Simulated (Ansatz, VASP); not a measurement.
**ReBi: VASP beside Ansatz**

Contents of INCAR:

```
  PREC = Accurate
  ENCUT = 520
  EDIFF = 1E-7
  ISMEAR = 0
  SIGMA = 0.05
  LREAL = False
  LASPH = True
  NELM = 80
  ALGO = Normal
  ISIF = 2
  LWAVE = False
  LCHARG = False
  GGA = PE
  NBANDS = 18
```

The input KPOINTS:

```
regular mesh
0
Gamma
  10 10 10
```

Contents of POSCAR:

```
ReBi
1.0
    0.0000000000      3.2101414544      3.2101414544
    3.2101414544      0.0000000000      3.2101414544
    3.2101414544      3.2101414544      0.0000000000
Re Bi
1 1
Direct
    0.0000000000      0.0000000000      0.0000000000
    0.2500000000      0.2500000000      0.2500000000
```

Input for Ansatz:

```yaml
crystal:
  lattice:
    - [0.0, 3.2101414544, 3.2101414544]
    - [3.2101414544, 0.0, 3.2101414544]
    - [3.2101414544, 3.2101414544, 0.0]
  atoms:
    - { symbol: Re, position: [0.0, 0.0, 0.0] }
    - { symbol: Bi, position: [0.25, 0.25, 0.25] }
basis:
  ecutwfc: 420
  ecutrho_ratio: 4
kpoints:
  mp_grid: { grid: [10, 10, 10] }
hamiltonian:
  xc: pbe
scf:
  occupations: { method: gaussian, width: 0.05 }
output:
  forces: true
  stress: true
  eigenvalues: true
```

Alike in both runs: task single point; functional PBE; k mesh 10 × 10 × 10; occupations gaussian, width 0.05 eV; no spin polarisation.

|  | VASP | Ansatz |
| --- | --- | --- |
| version | VASP 6.6.1 | Ansatz 0.2.0 |
| potentials or method | VASP PAW PBE potentials, release 64 (Re, Bi_d), cutoff 520 eV | scalar-relativistic, plane waves, PAW |
| valence electrons in the cell | 22 | 30 |

|  | VASP | Ansatz | Ansatz less VASP |
| --- | --- | --- | --- |
| gap on the k mesh at the Fermi level (eV) | none | none | - |
| pressure (GPa) | -6.2 | -6.1 | +0.07 |

A gap of «none» marks a metal or a gap that the smearing closes. With one functional, cell and mesh, what is left measures potentials, basis and numerics. VASP's potentials hold 22 valence electrons a cell and Ansatz's 30, so a difference there can come from the potentials and not from the codes.

Spin-orbit coupling is off throughout.
